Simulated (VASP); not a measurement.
# LiH3 (Fm-3m) in VASP: a series of runs

The runs below take LiH3 through single point, relaxation of cell and atoms, with PBE.

All numbers are computed with VASP 6.6.1; they aren't measurements. Logs are shortened: lines on timing, memory, paths and dates and some standing lists are left out, and cuts for length are marked.

### 1 The cell of the first run

The structure is cubic, space group Fm-3m (No. 225). The conventional cell has a = 4.362 Å, b = 4.362 Å, c = 4.362 Å, α = 90.00°, β = 90.00°, γ = 90.00°. Within 2.5 Å of Li (site symmetry m-3m) lie 14 H at 1.89 to 2.18 Å. H (site symmetry -43m) has 4 Li at 1.89 Å and 10 H at 1.89 to 2.18 Å within 2.5 Å. H (site symmetry m-3m) has 8 H at 1.89 Å and 6 Li at 2.18 Å within 2.5 Å.

The cell was built from a structure type or drawn by symmetry, and may not be a known phase.

### 2 Single point, PBE

INCAR reads:

```
SYSTEM = LiH3
ALGO = Normal ; EDIFF = 1E-7
ENCUT = 520 ; GGA = PE
ISIF = 2 ; ISMEAR = 0
LASPH = .True. ; LCHARG = .False.
LREAL = .False. ; LWAVE = .False.
NBANDS = 11 ; NELM = 60
PREC = Accurate ; SIGMA = 0.1
```

KPOINTS reads:

```
k-points
0
Gamma
  6 6 6
  0 0 0
```

POSCAR reads:

```
LiH3
1.0
    0.0000000000      2.1810273203      2.1810273203
    2.1810273203      0.0000000000      2.1810273203
    2.1810273203      2.1810273203      0.0000000000
Li H
1 3
Direct
    0.0000000000      0.0000000000      0.0000000000
    0.2500000000      0.2500000000      0.2500000000
    0.7500000000      0.7500000000      0.7500000000
    0.5000000000      0.5000000000      0.5000000000
```

Potentials or basis: VASP PAW PBE potentials, release 64 (Li_sv, H).

On the command line:

```
$ cat potpaw_PBE.64/Li_sv/POTCAR potpaw_PBE.64/H/POTCAR > POTCAR
$ mpirun -np 1 vasp_std > vasp.out
```

OUTCAR:

```text
SYSTEM = LiH3
   EDIFF = 1E-7
   ENCUT = 520
   GGA = PE
   ISIF = 2
   ISMEAR = 0
   LASPH = .True.
   LREAL = .False.
   NELM = 60
   PREC = Accurate

 ion  position               nearest neighbor table
   1  0.000  0.000  0.000-
   2  0.250  0.250  0.250-
   3  0.750  0.750  0.750-
   4  0.500  0.500  0.500-

  LATTYP: Found a face centered cubic cell.
 ALAT       =     4.3620546406

  Lattice vectors:

 A1 = (   0.0000000000,   2.1810273203,   2.1810273203)
 A2 = (   2.1810273203,   0.0000000000,   2.1810273203)
 A3 = (   2.1810273203,   2.1810273203,   0.0000000000)

Analysis of symmetry for initial positions (statically):
=====================================================================
 Subroutine PRICEL returns:
 Original cell was already a primitive cell.

 Routine SETGRP: Setting up the symmetry group for a
 face centered cubic supercell.

 Subroutine GETGRP returns: Found 48 space group operations
 (whereof 48 operations were pure point group operations)
 out of a pool of 48 trial point group operations.

The static configuration has the point symmetry O_h .

Analysis of symmetry for dynamics (positions and initial velocities):
=====================================================================
 Subroutine PRICEL returns:
 Original cell was already a primitive cell.

 Routine SETGRP: Setting up the symmetry group for a
 face centered cubic supercell.

 Subroutine GETGRP returns: Found 48 space group operations
 (whereof 48 operations were pure point group operations)
 out of a pool of 48 trial point group operations.

The dynamic configuration has the point symmetry O_h .

 Subroutine INISYM returns: Found 48 space group operations
 (whereof 48 operations are pure point group operations),
 and found     1 'primitive' translations

----------------------------------------------------------------------------------------

                                     Primitive cell

  volume of cell :      20.7498

  direct lattice vectors                    reciprocal lattice vectors
     0.000000000  2.181027320  2.181027320    -0.229249765  0.229249765  0.229249765
     2.181027320  0.000000000  2.181027320     0.229249765 -0.229249765  0.229249765
     2.181027320  2.181027320  0.000000000     0.229249765  0.229249765 -0.229249765

  length of vectors
     3.084438416  3.084438416  3.084438416     0.397072240  0.397072240  0.397072240

  position of ions in fractional coordinates (direct lattice)
     0.000000000  0.000000000  0.000000000
     0.250000000  0.250000000  0.250000000
     0.750000000  0.750000000  0.750000000
     0.500000000  0.500000000  0.500000000

  ion indices of the primitive-cell ions
   primitive index   ion index
                 1           1
                 2           2
                 3           3
                 4           4

----------------------------------------------------------------------------------------

 KPOINTS: k-points

Automatic generation of k-mesh.
 Grid dimensions read from file:
 generate k-points for:    6    6    6

 Generating k-lattice:

  Cartesian coordinates                     Fractional coordinates (reciprocal lattice)
    -0.038208294  0.038208294  0.038208294     0.166666667  0.000000000  0.000000000
     0.038208294 -0.038208294  0.038208294     0.000000000  0.166666667  0.000000000
     0.038208294  0.038208294 -0.038208294     0.000000000  0.000000000  0.166666667

  Length of vectors
     0.066178707  0.066178707  0.066178707

  Shift w.r.t. Gamma in fractional coordinates (k-lattice)
     0.000000000  0.000000000  0.000000000

 Subroutine IBZKPT returns following result:
 ===========================================

 Found     16 irreducible k-points:

 Following reciprocal coordinates:
            Coordinates               Weight
  0.000000  0.000000  0.000000      1.000000
  0.166667  0.000000  0.000000      8.000000
  0.333333  0.000000  0.000000      8.000000
  0.500000  0.000000  0.000000      4.000000
  0.166667  0.166667  0.000000      6.000000
  0.333333  0.166667  0.000000     24.000000
[... 8 lines left out ...]
 -0.333333  0.333333  0.166667     24.000000
 -0.333333  0.500000  0.166667     12.000000
   k-points           NKPTS =     16   k-points in BZ     NKDIM =     16   number of bands    NBANDS=     11
   number of dos      NEDOS =    301   number of ions     NIONS =      4
   total plane-waves  NPLWV =  13824
   dimension x,y,z NGX =    24 NGY =   24 NGZ =   24
   dimension x,y,z NGXF=    48 NGYF=   48 NGZF=   48
   ions per type =               1   3
   NGX,Y,Z   is equivalent  to a cutoff of  12.94, 12.94, 12.94 a.u.
   NGXF,Y,Z  is equivalent  to a cutoff of  25.87, 25.87, 25.87 a.u.
 SYSTEM =  LiH3
   PREC   = accura    normal or accurate (medium, high low for compatibility)
   ISTART =      0    job   : 0-new  1-cont  2-samecut
   ICHARG =      2    charge: 1-file 2-atom 10-const
   ISPIN  =      1    spin polarized calculation?
   LNONCOLLINEAR =      F non collinear calculations
   LSORBIT =      F    spin-orbit coupling
   LASPH  =      T    aspherical Exc in radial PAW
   ENCUT  =  520.0 eV  38.22 Ry    6.18 a.u.   5.74  5.74  5.74*2*pi/ulx,y,z
   NELM   =     60;   NELMIN=  2; NELMDL= -5     # of ELM steps
   EDIFF  = 0.1E-06   stopping-criterion for ELM
   LREAL  =      F    real-space projection
   EDIFFG = 0.1E-05   stopping-criterion for IOM
   NSW    =      0    number of steps for IOM
   IBRION =     -1    ionic relax: 0-MD 1-quasi-New 2-CG
   NFREE  =      0    steps in history (QN), initial steepest desc. (CG)
   ISIF   =      2    stress and relaxation
   ISYM   =      2    0-nonsym 1-usesym 2-fastsym
   POTIM  = 0.5000    time-step for ionic-motion
   TEBEG  =    0.0;   TEEND  =   0.0 temperature during run
   PSTRESS=    0.0 pullay stress
   NELECT =       6.0000    total number of electrons
   NUPDOWN=      -1.0000    fix difference up-down
   EMIN   =  10.00;   EMAX   =-10.00  energy-range for DOS
   EFERMI =   0.00;   METHOD = LEGACY
   ISMEAR =     0;   SIGMA  =   0.10  broadening in eV -4-tet -1-fermi 0-gaus
   EFERMI_NEDOS =   21; number of points for ismear=-14 and -15
   IALGO  =     38    algorithm
   IMIX   =      4    mixing-type and parameters
     AMIX     =   0.40;   BMIX     =  1.00
     AMIX_MAG =   1.60;   BMIX_MAG =  1.00
  volume/ion in A,a.u.               =       5.19        35.01
  Fermi-wavevector in a.u.,A,eV,Ry     =   1.082565  2.045752 15.945319  1.171948
  Thomas-Fermi vector in A             =   2.218610
   LORBIT       =      0    0 simple, 1 ext, 2 COOP (PROOUT), +10 PAW based schemes
   GGA     = PE    functional components
   LHFCALC =     F    Hartree Fock is set to
   AEXX    =    0.0000 exact exchange contribution
   IVDW    =     0    specifies the selected vdW correction
   LEPSILON=     F    determine dielectric tensor
   LRPA    =     F    only Hartree local field effects (RPA)
 non-spin polarized calculation
 Gauss-broadening in eV      SIGMA  =   0.10
  energy-cutoff  :      520.00
  volume of cell :       20.75
 maximum number of plane-waves:       568
   NGX = 11   NGY = 11   NGZ = 11

 number of electron       5.9999998 magnetization

 Free energy of the ion-electron system (eV)
  ---------------------------------------------------
  ext. energy  EPLUGINS =         0.00000000
  ---------------------------------------------------
  free energy    TOTEN  =        -9.80555324 eV

  energy without entropy =       -9.79430020  energy(sigma->0) =       -9.79992672

 E-fermi :   1.1582     XC(G=0):  -9.6586

 val. band max:        1.1380998292   @ k =   0.5000   0.3333   0.0000
 cond. band min:       1.6569863952   @ k =   0.5000   0.5000   0.0000
 fundamental gap:      0.5188865659
 Fermi energy:         1.1582107251

 k-point     1 :       0.0000    0.0000    0.0000
  band No.  band energies     occupation
      1     -43.3787      2.00000
      2      -8.4482      2.00000
      3       5.2870      0.00000
      4       7.9833      0.00000
      5      14.8419      0.00000
      6      14.8419      0.00000
      7      14.8419      0.00000
      8      16.4894      0.00000
      9      16.4894      0.00000
     10      16.4894      0.00000
     11      22.6049      0.00000

 k-point     2 :       0.1667    0.0000    0.0000
  band No.  band energies     occupation
      1     -43.3729      2.00000
      2      -7.9611      2.00000
      3       3.9501      0.00000
      4       6.8222      0.00000
      5      12.7525      0.00000
      6      13.5592      0.00000
      7      13.5592      0.00000
      8      18.3985      0.00000
      9      18.3985      0.00000
     10      19.8978      0.00000
     11      19.8978      0.00000

 k-point     3 :       0.3333    0.0000    0.0000
  band No.  band energies     occupation
      1     -43.3611      2.00000
      2      -6.5425      2.00000
      3       0.4373      2.00000
      4       5.4635      0.00000
      5      12.8482      0.00000
      6      12.8482      0.00000
      7      13.7636      0.00000
      8      15.9663      0.00000
      9      15.9663      0.00000
     10      22.1447      0.00000
     11      23.7586      0.00000

 k-point     4 :       0.5000    0.0000    0.0000
  band No.  band energies     occupation
      1     -43.3552      2.00000
      2      -5.0745      2.00000
      3      -1.9865      2.00000
      4       5.0074      0.00000
      5      12.9065      0.00000
      6      12.9065      0.00000
      7      14.6467      0.00000
      8      14.6467      0.00000
      9      15.0729      0.00000
     10      20.5438      0.00000
     11      29.1934      0.00000

 k-point     5 :       0.1667    0.1667    0.0000
  band No.  band energies     occupation
      1     -43.3710      2.00000
      2      -7.7953      2.00000
      3       4.0419      0.00000
      4       6.3227      0.00000
      5      11.2957      0.00000
      6      11.2957      0.00000
      7      14.7849      0.00000
      8      19.1590      0.00000
      9      19.4094      0.00000
     10      21.3935      0.00000
     11      21.3935      0.00000
[... 99 lines left out ...]
 k-point    13 :       0.5000    0.5000    0.0000
  band No.  band energies     occupation
      1     -43.3477      2.00000
      2      -3.3424      2.00000
      3      -1.2795      2.00000
      4       1.6570      0.00000
      5       7.8593      0.00000
      6       7.8593      0.00000
      7      12.4776      0.00000
      8      21.5411      0.00000
      9      28.6721      0.00000
     10      28.9285      0.00000
     11      28.9285      0.00000

 k-point    14 :       0.5000    0.3333    0.1667
  band No.  band energies     occupation
      1     -43.3534      2.00000
      2      -5.2101      2.00000
      3       0.3693      2.00000
      4       1.9402      0.00000
      5       9.0574      0.00000
      6      12.0642      0.00000
      7      13.0135      0.00000
      8      18.5623      0.00000
      9      22.2874      0.00000
     10      23.5424      0.00000
     11      24.1164      0.00000

 k-point    15 :      -0.3333    0.3333    0.1667
  band No.  band energies     occupation
      1     -43.3495      2.00000
      2      -3.4648      2.00000
      3      -1.7131      2.00000
      4       1.0625      1.82395
      5       8.6546      0.00000
      6      12.2987      0.00000
      7      14.6098      0.00000
      8      16.5964      0.00000
      9      21.6104      0.00000
     10      23.9610      0.00000
     11      26.8871      0.00000

 k-point    16 :      -0.3333    0.5000    0.1667
  band No.  band energies     occupation
      1     -43.3477      2.00000
      2      -2.5610      2.00000
      3      -1.3677      2.00000
      4      -0.3690      2.00000
      5       7.9383      0.00000
      6      11.4147      0.00000
      7      13.3134      0.00000
      8      17.7205      0.00000
      9      23.8139      0.00000
     10      28.9856      0.00000
     11      29.0588      0.00000

------------------------ aborting loop because EDIFF is reached ----------------------------------------

  FORCE on cell =-STRESS in cart. coord.  units (eV):
  Direction    XX          YY          ZZ          XY          YZ          ZX
  --------------------------------------------------------------------------------------
  -------------------------------------------------------------------------------------
  Total       -0.0699384     -0.0699384     -0.0699384     -0.0000000      0.0000000      0.0000000
  in kB       -5.4002366     -5.4002366     -5.4002366     -0.0000000      0.0000000      0.0000000
  external PRESSURE =      -5.4002366 kB  Pullay stress =       0.0000000 kB

 VOLUME and BASIS-vectors are now :
 -----------------------------------------------------------------------------
  energy-cutoff  :      520.00
  volume of cell :       20.75
      direct lattice vectors                 reciprocal lattice vectors
     0.000000000  2.181027320  2.181027320    -0.229249765  0.229249765  0.229249765
     2.181027320  0.000000000  2.181027320     0.229249765 -0.229249765  0.229249765
     2.181027320  2.181027320  0.000000000     0.229249765  0.229249765 -0.229249765

 POSITION                                       TOTAL-FORCE (eV/Angst)
 -----------------------------------------------------------------------------------
      0.00000      0.00000      0.00000         0.000000     -0.000000      0.000000
      1.09051      1.09051      1.09051        -0.000000     -0.000000     -0.000000
      3.27154      3.27154      3.27154         0.000000      0.000000      0.000000
      2.18103      2.18103      2.18103         0.000000     -0.000000      0.000000
 -----------------------------------------------------------------------------------
    total drift:                               -0.000000      0.000000      0.000000

  FREE ENERGIE OF THE ION-ELECTRON SYSTEM (eV)
  ---------------------------------------------------
  free  energy   TOTEN  =        -9.8055532388 eV

  energy  without entropy=       -9.7943002034  energy(sigma->0) =       -9.79992672
```

It took 5 s on 1 thread of Intel Xeon Platinum 8259CL at 2.50GHz (Skylake/Cascade Lake), shared host; peak memory 0.13 GiB.

Results:

| Quantity | Value |
| --- | --- |
| Free energy | -9.8056 eV |
| Band gap on the k mesh | zero (bands 3 and 4 overlap by 5.66 eV) |

Levels at points of the mesh, in eV from the Fermi level:
```csv
k point,band 1,band 2,band 3,band 4,band 5,band 6,band 7
"(0.00, 0.00, 0.00)",-44.54,-9.61,4.13,6.83,13.68,13.68,13.68
"(0.50, 0.00, 0.00)",-44.51,-6.23,-3.14,3.85,11.75,11.75,13.49
"(0.50, 0.50, 0.00)",-44.51,-4.50,-2.44,0.50,6.70,6.70,11.32
```

Caveat: the k points lie up to 0.42 Å⁻¹ apart, too coarse for converged energies and pressures of a metal; the cutoff is under 1.25 times the usual one of these potentials, so pressure, stress and relaxed cells hold a basis-set (Pulay) error.

### 3 Single point, PBE

This run uses another cell than the first one, of 10.02 Å³/atom.

INCAR reads:

```
ALGO = Normal
EDIFF = 1E-6
ENCUT = 520
GGA = PE
ISIF = 2
ISMEAR = 0
LASPH = T
LCHARG = F
LREAL = F
LWAVE = F
NBANDS = 11
NELM = 80
PREC = Accurate
SIGMA = 0.1
```

KPOINTS reads:

```
k-points
0
Gamma
  6 6 6
```

POSCAR reads:

```
LiH3
1.0
    0.0000000000      2.7163164400      2.7163164400
    2.7163164400      0.0000000000      2.7163164400
    2.7163164400      2.7163164400      0.0000000000
Li H
1 3
Direct
    0.0000000000      0.0000000000      0.0000000000
    0.2500000000      0.2500000000      0.2500000000
    0.7500000000      0.7500000000      0.7500000000
    0.5000000000      0.5000000000      0.5000000000
```

Potentials or basis: VASP PAW PBE potentials, release 64 (Li_sv, H).

On the command line:

```
$ cat potpaw_PBE.64/Li_sv/POTCAR potpaw_PBE.64/H/POTCAR > POTCAR
$ mpirun -np 1 vasp_std > vasp.out
```

Run time: 8.9 s. Hardware: 1 thread of Intel Xeon Platinum 8259CL at 2.50GHz (Skylake/Cascade Lake), shared host; peak memory 0.15 GiB.

It converged, with:

| Property | Result |
| --- | --- |
| Free energy | -8.6800 eV |
| Band gap on the k mesh | zero (bands 3 and 4 overlap by 2.69 eV) |

Levels at points of the mesh, in eV from the Fermi level:
```tsv
k point	band 1	band 2	band 3	band 4	band 5	band 6	band 7	band 8
(0.00, 0.00, 0.00)	-45.25	-5.82	1.91	3.17	10.11	10.11	10.11	11.55
(0.50, 0.00, 0.00)	-45.25	-3.50	-1.83	1.79	8.46	8.91	8.91	10.39
(0.50, 0.50, 0.00)	-45.25	-2.42	-1.41	0.15	5.83	5.83	6.99	12.87
```

Caveat: the cutoff is under 1.25 times the usual one of these potentials, so pressure, stress and relaxed cells hold a basis-set (Pulay) error.

[end of part 1 of 2]
